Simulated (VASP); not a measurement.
# Al (P6_3/mmc) in VASP: further runs

The runs below take Al through single point, with PBEsol+D3(BJ).

Everything below comes from runs of VASP 6.6.1. Logs are shortened: lines on timing, memory, paths and dates and some standing lists are left out, and cuts for length are marked.

### 1 The cell of the first run

It takes space group P6_3/mmc (No. 194, hexagonal). Conventional cell: a = 2.838 Å, b = 2.838 Å, c = 9.313 Å, α = 90.00°, β = 90.00°, γ = 120.00°. Al (site symmetry -3m) has 12 Al at 2.84 to 2.85 Å within 3.7 Å. Al (site symmetry -6m2) has 12 Al at 2.84 to 2.85 Å within 3.7 Å.

### 2 Single point, PBEsol+D3(BJ) (volume 16.236 Å^3 an atom, c/a of the conventional cell 3.2820)

The input, INCAR:

```
PREC = Accurate ; ENCUT = 520
EDIFF = 1E-6 ; ISMEAR = 0
SIGMA = 0.15 ; LREAL = False
LASPH = True ; NELM = 80
ALGO = Normal ; ISIF = 2
LWAVE = False ; LCHARG = False
GGA = PS ; IVDW = 12
NBANDS = 14
```

The input, KPOINTS:

```
Automatic mesh
0
Gamma
  18 18 6
```

The input, POSCAR:

```
Al
1.0
    2.8376498320      0.0000000000      0.0000000000
   -1.4188249160      2.4574768415      0.0000000000
    0.0000000000      0.0000000000      9.3130256250
Al
4
Direct
    0.0000000000      0.0000000000      0.0000000000
    0.3333333333      0.6666666667      0.2500000000
    0.0000000000      0.0000000000      0.5000000000
    0.6666666667      0.3333333333      0.7500000000
```

Potentials or basis: VASP PAW PBE potentials, release 64 (Al).

Started as:

```console
$ cat potpaw_PBE.64/Al/POTCAR > POTCAR
$ mpirun -np 1 vasp_std > vasp.out
```

OUTCAR:

```text
PREC = Accurate
   ENCUT = 520
   EDIFF = 1E-6
   ISMEAR = 0
   LREAL = False
   LASPH = True
   NELM = 80
   ISIF = 2
   GGA = PS
   IVDW = 12
 IVDW          = 12

 ion  position               nearest neighbor table
   1  0.000  0.000  0.000-   2 2.85   4 2.85   2 2.85   4 2.85   4 2.85   2 2.85
   2  0.333  0.667  0.250-   1 2.85   3 2.85   1 2.85   3 2.85   1 2.85   3 2.85
   3  0.000  0.000  0.500-   2 2.85   4 2.85   2 2.85   4 2.85   4 2.85   2 2.85
   4  0.667  0.333  0.750-   1 2.85   3 2.85   1 2.85   3 2.85   1 2.85   3 2.85

  LATTYP: Found a hexagonal cell.
 ALAT       =     2.8376498320
 C/A-ratio  =     3.2819502674

  Lattice vectors:

 A1 = (   2.8376498320,   0.0000000000,   0.0000000000)
 A2 = (  -1.4188249160,   2.4574768415,   0.0000000000)
 A3 = (   0.0000000000,   0.0000000000,   9.3130256250)

Analysis of symmetry for initial positions (statically):
=====================================================================
 Subroutine PRICEL returns:
 Original cell was already a primitive cell.

 Routine SETGRP: Setting up the symmetry group for a
 hexagonal supercell.

 Subroutine GETGRP returns: Found 24 space group operations
 (whereof 12 operations were pure point group operations)
 out of a pool of 24 trial point group operations.

The static configuration has the point symmetry D_3d.
 The point group associated with its full space group is D_6h.

Analysis of symmetry for dynamics (positions and initial velocities):
=====================================================================
 Subroutine PRICEL returns:
 Original cell was already a primitive cell.

 Routine SETGRP: Setting up the symmetry group for a
 hexagonal supercell.

 Subroutine GETGRP returns: Found 24 space group operations
 (whereof 12 operations were pure point group operations)
 out of a pool of 24 trial point group operations.

The dynamic configuration has the point symmetry D_3d.
 The point group associated with its full space group is D_6h.

 Subroutine INISYM returns: Found 24 space group operations
 (whereof 12 operations are pure point group operations),
 and found     1 'primitive' translations

----------------------------------------------------------------------------------------

                                     Primitive cell

  volume of cell :      64.9440

  direct lattice vectors                    reciprocal lattice vectors
     2.837649832  0.000000000  0.000000000     0.352404299  0.203460717  0.000000000
    -1.418824916  2.457476842  0.000000000     0.000000000  0.406921434  0.000000000
     0.000000000  0.000000000  9.313025625     0.000000000  0.000000000  0.107376490

  length of vectors
     2.837649832  2.837649832  9.313025625     0.406921434  0.406921434  0.107376490

  position of ions in fractional coordinates (direct lattice)
     0.000000000  0.000000000  0.000000000
     0.333333333  0.666666667  0.250000000
     0.000000000  0.000000000  0.500000000
     0.666666667  0.333333333  0.750000000

  ion indices of the primitive-cell ions
   primitive index   ion index
                 1           1
                 2           2
                 3           3
                 4           4

----------------------------------------------------------------------------------------

 KPOINTS: Automatic mesh

Automatic generation of k-mesh.
 Grid dimensions read from file:
 generate k-points for:   18   18    6

 Generating k-lattice:

  Cartesian coordinates                     Fractional coordinates (reciprocal lattice)
     0.019578017  0.011303373  0.000000000     0.055555556  0.000000000  0.000000000
     0.000000000  0.022606746  0.000000000     0.000000000  0.055555556  0.000000000
     0.000000000  0.000000000  0.017896082     0.000000000  0.000000000  0.166666667

  Length of vectors
     0.022606746  0.022606746  0.017896082

  Shift w.r.t. Gamma in fractional coordinates (k-lattice)
     0.000000000  0.000000000  0.000000000

 Subroutine IBZKPT returns following result:
 ===========================================

 Found    148 irreducible k-points:

 Following reciprocal coordinates:
            Coordinates               Weight
  0.000000  0.000000  0.000000      1.000000
  0.055556  0.000000  0.000000      6.000000
  0.111111  0.000000  0.000000      6.000000
  0.166667  0.000000  0.000000      6.000000
  0.222222  0.000000  0.000000      6.000000
  0.277778  0.000000  0.000000      6.000000
[... 16 lines left out ...]
  0.333333  0.111111  0.000000     12.000000
  0.388889  0.111111  0.000000     12.000000
 [... further k-points ...]
   k-points           NKPTS =    148   k-points in BZ     NKDIM =    148   number of bands    NBANDS=     14
   number of dos      NEDOS =    301   number of ions     NIONS =      4
   total plane-waves  NPLWV =  40320
   dimension x,y,z NGX =    24 NGY =   24 NGZ =   70
   dimension x,y,z NGXF=    48 NGYF=   48 NGZF=  140
   ions per type =               4
   NGX,Y,Z   is equivalent  to a cutoff of  14.06, 14.06, 12.50 a.u.
   NGXF,Y,Z  is equivalent  to a cutoff of  28.12, 28.12, 24.99 a.u.
 SYSTEM =  unknown system
   PREC   = accura    normal or accurate (medium, high low for compatibility)
   ISTART =      0    job   : 0-new  1-cont  2-samecut
   ICHARG =      2    charge: 1-file 2-atom 10-const
   ISPIN  =      1    spin polarized calculation?
   LNONCOLLINEAR =      F non collinear calculations
   LSORBIT =      F    spin-orbit coupling
   LASPH  =      T    aspherical Exc in radial PAW
   ENCUT  =  520.0 eV  38.22 Ry    6.18 a.u.   5.28  5.28 17.32*2*pi/ulx,y,z
   NELM   =     80;   NELMIN=  2; NELMDL= -5     # of ELM steps
   EDIFF  = 0.1E-05   stopping-criterion for ELM
   LREAL  =      F    real-space projection
   EDIFFG = 0.1E-04   stopping-criterion for IOM
   NSW    =      0    number of steps for IOM
   IBRION =     -1    ionic relax: 0-MD 1-quasi-New 2-CG
   NFREE  =      0    steps in history (QN), initial steepest desc. (CG)
   ISIF   =      2    stress and relaxation
   ISYM   =      2    0-nonsym 1-usesym 2-fastsym
   POTIM  = 0.5000    time-step for ionic-motion
   TEBEG  =    0.0;   TEEND  =   0.0 temperature during run
   PSTRESS=    0.0 pullay stress
   NELECT =      12.0000    total number of electrons
   NUPDOWN=      -1.0000    fix difference up-down
   EMIN   =  10.00;   EMAX   =-10.00  energy-range for DOS
   EFERMI =   0.00;   METHOD = LEGACY
   ISMEAR =     0;   SIGMA  =   0.15  broadening in eV -4-tet -1-fermi 0-gaus
   EFERMI_NEDOS =   21; number of points for ismear=-14 and -15
   IALGO  =     38    algorithm
   IMIX   =      4    mixing-type and parameters
     AMIX     =   0.40;   BMIX     =  1.00
     AMIX_MAG =   1.60;   BMIX_MAG =  1.00
  volume/ion in A,a.u.               =      16.24       109.57
  Fermi-wavevector in a.u.,A,eV,Ry     =   0.932443  1.762062 11.829582  0.869450
  Thomas-Fermi vector in A             =   2.059041
   LORBIT       =      0    0 simple, 1 ext, 2 COOP (PROOUT), +10 PAW based schemes
   GGA     = PS    functional components
   LHFCALC =     F    Hartree Fock is set to
   AEXX    =    0.0000 exact exchange contribution
   IVDW    =    12    specifies the selected vdW correction
   LEPSILON=     F    determine dielectric tensor
   LRPA    =     F    only Hartree local field effects (RPA)
 non-spin polarized calculation
 Gauss-broadening in eV      SIGMA  =   0.15
  energy-cutoff  :      520.00
  volume of cell :       64.94
 maximum number of plane-waves:      1768
 NGX is ok and might be reduce to    24
   NGX = 11   NGY = 11   NGZ = 35

 number of electron      12.0000000 magnetization

 Free energy of the ion-electron system (eV)
  ---------------------------------------------------
  ext. energy  EPLUGINS =         0.00000000
  ---------------------------------------------------
  free energy    TOTEN  =       -16.32648378 eV

  energy without entropy =      -16.30914737  energy(sigma->0) =      -16.31781557

 E-fermi :   8.1079     XC(G=0): -10.3164

 val. band max:        8.0657788554   @ k =   0.2778   0.2778   0.0000
 cond. band min:       8.1257231692   @ k =   0.3889   0.1667   0.1667
 fundamental gap:      0.0599443138
 Fermi energy:         8.1079134468

 k-point     1 :       0.0000    0.0000    0.0000
  band No.  band energies     occupation
      1      -3.1242      2.00000
      2      -1.4311      2.00000
      3      -1.4252      2.00000
      4       3.4345      2.00000
      5       3.6596      2.00000
      6      11.4898      0.00000
      7      11.5009      0.00000
      8      18.9664      0.00000
      9      18.9664      0.00000
     10      19.1343      0.00000
     11      19.1343      0.00000
     12      20.0964      0.00000
     13      20.0971      0.00000
     14      20.2684      0.00000

 k-point     2 :       0.0556    0.0000    0.0000
  band No.  band energies     occupation
      1      -3.0486      2.00000
      2      -1.3564      2.00000
      3      -1.3505      2.00000
      4       3.5045      2.00000
      5       3.7334      2.00000
      6      11.5505      0.00000
      7      11.5640      0.00000
      8      17.3413      0.00000
      9      17.9529      0.00000
     10      18.6892      0.00000
     11      18.7691      0.00000
     12      19.2657      0.00000
     13      19.3402      0.00000
     14      19.3707      0.00000

 k-point     3 :       0.1111    0.0000    0.0000
  band No.  band energies     occupation
      1      -2.8220      2.00000
      2      -1.1325      2.00000
      3      -1.1267      2.00000
      4       3.7143      2.00000
      5       3.9541      2.00000
      6      11.7228      0.00000
      7      11.7486      0.00000
      8      15.2949      0.00000
      9      16.6645      0.00000
     10      16.7532      0.00000
     11      16.9865      0.00000
     12      18.4206      0.00000
     13      18.4221      0.00000
     14      18.5056      0.00000

 k-point     4 :       0.1667    0.0000    0.0000
  band No.  band energies     occupation
      1      -2.4453      2.00000
      2      -0.7603      2.00000
      3      -0.7546      2.00000
      4       4.0640      2.00000
      5       4.3187      2.00000
      6      11.9105      0.00000
      7      12.0259      0.00000
      8      13.3657      0.00000
      9      14.6318      0.00000
     10      14.7678      0.00000
     11      16.1491      0.00000
     12      17.5480      0.00000
     13      17.5923      0.00000
     14      17.5974      0.00000

 k-point     5 :       0.2222    0.0000    0.0000
  band No.  band energies     occupation
      1      -1.9195      2.00000
      2      -0.2408      2.00000
      3      -0.2355      2.00000
      4       4.5531      2.00000
      5       4.8212      2.00000
      6      10.9913      0.00000
      7      12.0733      0.00000
      8      12.6136      0.00000
      9      12.8155      0.00000
     10      13.2162      0.00000
     11      15.4417      0.00000
[... 276 lines left out ...]
 k-point    22 :       0.2778    0.1111    0.0000
  band No.  band energies     occupation
      1      -0.2064      2.00000
      2       1.4509      2.00000
      3       1.4541      2.00000
      4       6.1476      2.00000
      5       6.2944      2.00000
      6       7.8153      1.99420
      7       9.2169      0.00000
      8       9.2908      0.00000
      9      11.3615      0.00000
     10      12.7601      0.00000
     11      13.0369      0.00000
     12      13.7282      0.00000
     13      13.9309      0.00000
     14      14.7937      0.00000

 k-point    23 :       0.3333    0.1111    0.0000
  band No.  band energies     occupation
      1       0.7522      2.00000
      2       2.3954      2.00000
      3       2.3959      2.00000
      4       5.8324      2.00000
      5       6.9474      2.00000
      6       7.2618      2.00000
      7       7.7332      1.99959
      8       7.9835      1.75920
      9      10.9578      0.00000
     10      12.0485      0.00000
     11      12.4537      0.00000
     12      12.7142      0.00000
     13      13.1397      0.00000
     14      15.2938      0.00000

 k-point    24 :       0.3889    0.1111    0.0000
  band No.  band energies     occupation
      1       1.8489      2.00000
      2       3.4595      2.00000
      3       3.4675      2.00000
      4       4.4305      2.00000
      5       6.0802      2.00000
      6       6.1076      2.00000
      7       8.1750      0.52699
      8       8.5817      0.00001
      9      10.4638      0.00000
     10      10.6846      0.00000
     11      11.6508      0.00000
     12      12.4695      0.00000
     13      12.7159      0.00000
     14      16.1399      0.00000

 [... further k-points ...]

------------------------ aborting loop because EDIFF is reached ----------------------------------------

 Edisp (eV)   -1.29086

 E8    (eV) :    -0.8693

  FORCE on cell =-STRESS in cart. coord.  units (eV):
  Direction    XX          YY          ZZ          XY          YZ          ZX
  --------------------------------------------------------------------------------------
  -------------------------------------------------------------------------------------
  Total      -1.30434    -1.30434    -1.24988     0.00000     0.00000     0.00000
  in kB     -32.17824   -32.17824   -30.83463     0.00000     0.00000     0.00000
  external pressure =      -31.73 kB  Pullay stress =        0.00 kB

 VOLUME and BASIS-vectors are now :
 -----------------------------------------------------------------------------
  energy-cutoff  :      520.00
  volume of cell :       64.94
      direct lattice vectors                 reciprocal lattice vectors
     2.837649832  0.000000000  0.000000000     0.352404299  0.203460717  0.000000000
    -1.418824916  2.457476842  0.000000000     0.000000000  0.406921434  0.000000000
     0.000000000  0.000000000  9.313025625     0.000000000  0.000000000  0.107376490

 POSITION                                       TOTAL-FORCE (eV/Angst)
 -----------------------------------------------------------------------------------
      0.00000      0.00000      0.00000        -0.000000      0.000000     -0.000000
     -0.00000      1.63832      2.32826         0.000000      0.000000      0.000000
      0.00000      0.00000      4.65651        -0.000000      0.000000     -0.000000
      1.41882      0.81916      6.98477        -0.000000     -0.000000     -0.000000
 -----------------------------------------------------------------------------------
    total drift:                               -0.000000      0.000000      0.000000

  FREE ENERGIE OF THE ION-ELECTRON SYSTEM (eV)
  ---------------------------------------------------
  free  energy   TOTEN  =       -17.6173471917 eV

  energy  without entropy=      -17.6000107836  energy(sigma->0) =      -17.60867899
```

Wall time 50 s (1 thread of AMD EPYC 9R45 (Zen 5), shared host); peak memory 0.22 GiB.

Results:

```yaml
Free_energy: -17.6173 eV
Pressure: -3.2 GPa
Band_gap_on_the_k_mesh: zero (band 6 reaches 12.01 eV, above the bottom of band 7 at 6.56 eV)
Dispersion_energy_per_atom: -0.323 eV
```

Levels at points of the mesh, in eV from the Fermi level:
| k point | band 2 | band 3 | band 4 | band 5 | band 6 | band 7 | band 8 | band 9 | band 10 | band 11 |
| --- | --- | --- | --- | --- | --- | --- | --- | --- | --- | --- |
| (0.00, 0.00, 0.00) | -9.54 | -9.53 | -4.67 | -4.45 | 3.38 | 3.39 | 10.86 | 10.86 | 11.03 | 11.03 |
| (0.50, 0.00, 0.00) | -5.20 | -3.94 | -3.88 | -3.33 | -3.25 | 0.83 | 1.27 | 1.31 | 1.64 | 5.73 |
| (0.00, 0.00, 0.50) | -10.81 | -7.44 | -7.44 | -0.93 | -0.93 | 8.26 | 8.26 | 11.18 | 11.18 | 11.18 |
| (0.50, 0.00, 0.50) | -4.89 | -4.81 | -4.81 | -1.86 | -1.86 | -1.20 | -1.20 | 4.58 | 4.58 | 4.72 |

Caveat: the PAW data sets were made with another functional, which shifts forces and pressure a little; pairwise dispersion overbinds metals, which lowers pressure and volume.

(Part 1 of 2 ends here.)
